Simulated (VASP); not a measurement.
# Mg3O2 (Immm) in VASP: a series of runs, part 2 of 2

VASP 6.6.1. The steps go on from the part before.

## Step 3: Relaxation of cell and atoms, PBE

This run uses another cell than the first one, of 15.48 Å³/atom.

INCAR

```
PREC = Accurate
ENCUT = 600
EDIFF = 1E-6
ISMEAR = 0
SIGMA = 0.2
LREAL = False
LASPH = True
NELM = 60
ALGO = Normal
ISIF = 3
LWAVE = False
LCHARG = False
GGA = PE
IBRION = 2
NSW = 36
EDIFFG = -0.08
```

KPOINTS

```
regular mesh
0
Gamma
  5 5 5
```

POSCAR

```
Mg3O2
1.0
   -2.0149106000      2.3655152000      4.0601027200
    2.0149106000     -2.3655152000      4.0601027200
    2.0149106000      2.3655152000     -4.0601027200
Mg O
3 2
Direct
    0.2448313200      0.7448313200      0.5000000000
    0.7551686800      0.2551686800      0.5000000000
    0.0000000000      0.5000000000      0.5000000000
    0.5000000000      0.5000000000      0.0000000000
    0.5000000000      0.0000000000      0.5000000000
```

Potentials or basis: VASP PAW PBE potentials, release 64 (Mg, O).

Command:

```bash
> cat potpaw_PBE.64/Mg/POTCAR potpaw_PBE.64/O/POTCAR > POTCAR
> mpirun -np 1 vasp_std > vasp.out
```

OUTCAR:

```text
PREC = Accurate
   ENCUT = 600
   EDIFF = 1E-6
   ISMEAR = 0
   LREAL = False
   LASPH = True
   NELM = 60
   ISIF = 3
   GGA = PE
   IBRION = 2
   NSW = 36
   EDIFFG = -0.08

 ion  position               nearest neighbor table
   1  0.245  0.745  0.500-   3 1.99   5 2.07   2 3.11   2 3.11   2 3.11   2 3.11
   2  0.755  0.255  0.500-   3 1.99   5 2.07   1 3.11   1 3.11   1 3.11   1 3.11
   3  0.000  0.500  0.500-   1 1.99   2 1.99   4 2.37   4 2.37
   4  0.500  0.500  0.000-   3 2.37   3 2.37
   5  0.500  0.000  0.500-   1 2.07   2 2.07

  LATTYP: Found a body centered orthorhombic cell.
 ALAT       =     4.0298212000
 B/A-ratio  =     1.1740050402
 C/A-ratio  =     2.0150287164

  Lattice vectors:

 A1 = (  -2.0149106000,   2.3655152000,   4.0601027200)
 A2 = (   2.0149106000,  -2.3655152000,   4.0601027200)
 A3 = (   2.0149106000,   2.3655152000,  -4.0601027200)

Analysis of symmetry for initial positions (statically):
=====================================================================
 Subroutine PRICEL returns:
 Original cell was already a primitive cell.

 Routine SETGRP: Setting up the symmetry group for a
 body centered orthorhombic supercell.

 Subroutine GETGRP returns: Found  8 space group operations
 (whereof  8 operations were pure point group operations)
[... 292 lines left out ...]

------------------------ aborting loop because EDIFF is reached ----------------------------------------
[... 73 lines left out ...]
--------------------------------------- Ionic step       23  -------------------------------------------

 number of electron      18.0000000 magnetization

 Free energy of the ion-electron system (eV)
  ---------------------------------------------------
  ext. energy  EPLUGINS =         0.00000000
  ---------------------------------------------------
  free energy    TOTEN  =       -18.91524223 eV

  energy without entropy =      -18.87902071  energy(sigma->0) =      -18.89713147

 E-fermi :   1.6411     XC(G=0):  -8.3043

 val. band max:        1.5606136034   @ k =  -0.4000   0.2000   0.0000
 cond. band min:       1.7890049232   @ k =   0.4000   0.0000  -0.0000
 fundamental gap:      0.2283913198
 Fermi energy:         1.6411051131

 k-point     1 :       0.0000    0.0000    0.0000
  band No.  band energies     occupation
      1     -16.1434      2.00000
      2     -14.8945      2.00000
      3      -2.7534      2.00000
      4      -2.6701      2.00000
      5      -2.3572      2.00000
      6      -1.7814      2.00000
      7      -0.7852      2.00000
      8      -0.1105      2.00000
      9       2.0639      0.00280
     10       3.2219      0.00000
     11       4.6284      0.00000
     12       4.9918      0.00000
     13       5.2688      0.00000
[... 354 lines left out ...]
  band No.  band energies     occupation
      1     -16.1414      2.00000
      2     -14.8952      2.00000
      3      -3.2999      2.00000
      4      -2.7698      2.00000
      5      -1.7846      2.00000
      6      -1.5560      2.00000
      7      -0.6346      2.00000
      8      -0.1109      2.00000
      9       2.0621      0.00292
     10       3.3234      0.00000
     11       3.3740      0.00000
     12       4.6972      0.00000
     13       6.8008      0.00000

 [... further k-points ...]
[... 5 lines left out ...]
  --------------------------------------------------------------------------------------
  -------------------------------------------------------------------------------------
  Total        0.0429611     -0.3035707     -0.2352664      0.0000000      0.0000000      0.0000000
  in kB        0.7258835     -5.1292251     -3.9751340      0.0000000      0.0000000      0.0000000
  external PRESSURE =      -2.7928252 kB  Pullay stress =       0.0000000 kB
[... 20 lines left out ...]
  FREE ENERGIE OF THE ION-ELECTRON SYSTEM (eV)
  ---------------------------------------------------
  free  energy   TOTEN  =       -18.9152422256 eV

  energy  without entropy=      -18.8790207086  energy(sigma->0) =      -18.89713147

 reached required accuracy - stopping structural energy minimisation
```

OSZICAR:

```text
N       E                     dE             d eps       ncg     rms          rms(c)
DAV:   1     0.102680847381E+03    0.10268E+03   -0.84727E+03   702   0.130E+03
DAV:   2    -0.322120205351E+01   -0.10590E+03   -0.96569E+02   991   0.215E+02
DAV:   3    -0.150435072443E+02   -0.11822E+02   -0.11486E+02   802   0.844E+01
[... 239 lines left out ...]
DAV:   2    -0.189162281187E+02    0.71056E-04   -0.11634E-02   772   0.812E-01    0.216E-01
DAV:   3    -0.189152504883E+02    0.97763E-03   -0.28297E-03   802   0.399E-01    0.240E-02
DAV:   4    -0.189152448051E+02    0.56831E-05   -0.10482E-04   767   0.762E-02    0.141E-02
DAV:   5    -0.189152424176E+02    0.23875E-05   -0.52087E-06   822   0.208E-02    0.565E-03
DAV:   6    -0.189152422256E+02    0.19203E-06   -0.25286E-06   454   0.128E-02
  23 F= -.18915242E+02 E0= -.18897131E+02  d E =-.789861E-03
```

It took 13 min on 1 thread of Intel Xeon Platinum 8488C (Sapphire Rapids), shared host; peak memory 0.29 GiB.

What came out:

```
Free energy                           : -18.9152 eV
Relaxed volume                        : 18.96 Å³/atom
Relaxed cell                          : a = 6.145 Å, b = 6.145 Å, c = 6.145 Å, α = 133.46°, β = 145.38°, γ = 59.28°
Space group after relaxing (to 0.1 Å) : Immm (No. 71)
Energy gained by relaxing             : 1569.9 meV/atom
Ionic steps                           : 23
Pressure after relaxing               : -0.3 GPa
Largest force after relaxing          : 0.009 eV/Å
Band gap on the k mesh                : zero (bands 9 and 10 overlap by 1.43 eV)
```

Forces in eV/Å, atoms in the order of the input:
```
Mg   0.000  0.000 -0.009
Mg   0.000  0.000  0.009
Mg   0.000  0.000  0.000
O    0.000  0.000  0.000
O    0.000  0.000  0.000
```

Stress tensor (GPa, compression positive):
```
 0.07  0.00  0.00
 0.00 -0.51  0.00
 0.00  0.00 -0.40
```

Step by step:
| step | energy change (eV) | largest force (eV/Å) | pressure (GPa) | volume (Å³) |
| --- | --- | --- | --- | --- |
| 1 | 0.0000 | 8.9925 | 14.37 | 77.41 |
| 2 | -6.2154 | 2.0722 | -5.65 | 92.27 |
| 3 | -6.3864 | 1.8336 | -6.49 | 93.92 |
| 4 | -6.6167 | 1.3610 | -7.71 | 97.17 |
| 5 | -7.4441 | 1.1773 | 2.30 | 84.98 |
| 6 | -7.4447 | 1.0314 | 1.62 | 85.48 |
| 7 | -7.6908 | 0.0235 | 4.10 | 82.69 |
| 8 | -7.7102 | 0.1963 | 3.24 | 83.26 |
| 9 | -7.7415 | 0.3354 | -0.80 | 87.49 |
| 10 | -7.7443 | 0.2227 | 0.04 | 86.50 |
| 11 | -7.7613 | 0.1560 | -0.01 | 87.43 |
| 12 | -7.7979 | 0.0757 | -0.03 | 90.21 |
| 13 | -7.7870 | 0.8935 | 0.59 | 95.61 |
| 14 | -7.8108 | 0.2793 | 0.12 | 92.06 |
| 15 | -7.8119 | 0.4444 | 0.22 | 93.23 |
| 16 | -7.8182 | 0.4263 | 0.17 | 93.68 |
| 17 | -7.8320 | 0.3885 | -0.05 | 95.01 |
| 18 | -7.8265 | 0.3861 | -0.40 | 97.63 |
| 19 | -7.8359 | 0.3777 | -0.17 | 95.92 |
| 20 | -7.8415 | 0.2756 | -0.24 | 95.70 |
| 21 | -7.8486 | 0.0103 | -0.46 | 95.10 |
| 22 | -7.8486 | 0.0076 | -0.48 | 95.05 |
| 23 | -7.8494 | 0.0088 | -0.28 | 94.82 |

Final structure:
```
Mg O
1.0
    -2.42755    1.82833    5.34116
     2.42755   -1.82833    5.34116
     2.42755    1.82833   -5.34116
Mg O
3 2
Direct
  0.32710 0.82710 0.50000
  0.67290 0.17290 0.50000
  0.00000 0.50000 0.50000
  0.50000 0.50000 0.00000
  0.50000 0.00000 0.50000
```

Caveat: the volume moved by over 15 % at a fixed basis, so the end points are rough.
